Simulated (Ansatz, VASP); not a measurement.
**One calculation of Ag, two programs**

File INCAR:

```
ALGO = Fast
EDIFF = 1E-6
EDIFFG = -0.01
ENCUT = 600
GGA = PS
IBRION = 2
ISIF = 3
ISMEAR = 0
LASPH = T
LCHARG = F
LREAL = F
LWAVE = F
NELM = 60
NSW = 100
PREC = Accurate
SIGMA = 0.15
```

Contents of KPOINTS:

```
k-points
0
Gamma
  14 14 14
```

Contents of POSCAR:

```
Ag
1.0
    0.0705869867      2.1331595309      1.8878906005
    1.9800112052     -0.0832275544      2.0417051416
    1.8992186485      2.2061815153     -0.0024349978
Ag
1
Direct
    0.0000000000      0.0000000000      0.0000000000
```

Input for Ansatz:

```yaml
crystal:
  lattice:
    - [0.0705869867, 2.1331595309, 1.8878906005]
    - [1.9800112052, -0.0832275544, 2.0417051416]
    - [1.8992186485, 2.2061815153, -0.0024349978]
  atoms:
    - { symbol: Ag, position: [0.0, 0.0, 0.0] }
basis:
  ecutwfc: 420
kpoints:
  mp_grid: { grid: [14, 14, 14] }
hamiltonian:
  xc: pbesol
scf:
  occupations: { method: gaussian, width: 0.15 }
output:
  forces: true
  stress: true
  eigenvalues: true
relax:
  adjacent_minimum: "off"
  f_tol: 0.01
  max_steps: 80
  cell: { stress_tol: 0.1 }
```

Change from the starting cell: cell sheared at random, sigma 0.06, atoms nudged by 0.01 Å; relaxed back.

Alike in both runs: task relaxation of cell and atoms; functional PBEsol; k mesh 14 × 14 × 14; occupations gaussian, width 0.15 eV; no spin polarisation.

|  | VASP | Ansatz |
| --- | --- | --- |
| version | VASP 6.6.1 | Ansatz 0.2.0 |
| potentials or method | VASP PAW PBE potentials, release 64 (Ag), cutoff 600 eV | scalar-relativistic, plane waves, PAW |
| valence electrons in the cell | 11 | 19 |

|  | VASP | Ansatz | Ansatz less VASP |
| --- | --- | --- | --- |
| gap on the k mesh at the Fermi level, each at its own relaxed structure (eV) | none | none | - |
| relaxed volume (Å³/atom) | 16.62 | 16.65 | +0.031 |
| relaxed cell length with the largest relative difference (Å) | 2.862 | 2.866 | +0.0044 |

VASP's potentials were made for PBE, not for PBEsol. A gap of «none» marks a metal or a gap that the smearing closes. VASP's potentials hold 11 valence electrons a cell and Ansatz's 19, so a difference there can come from the potentials and not from the codes.
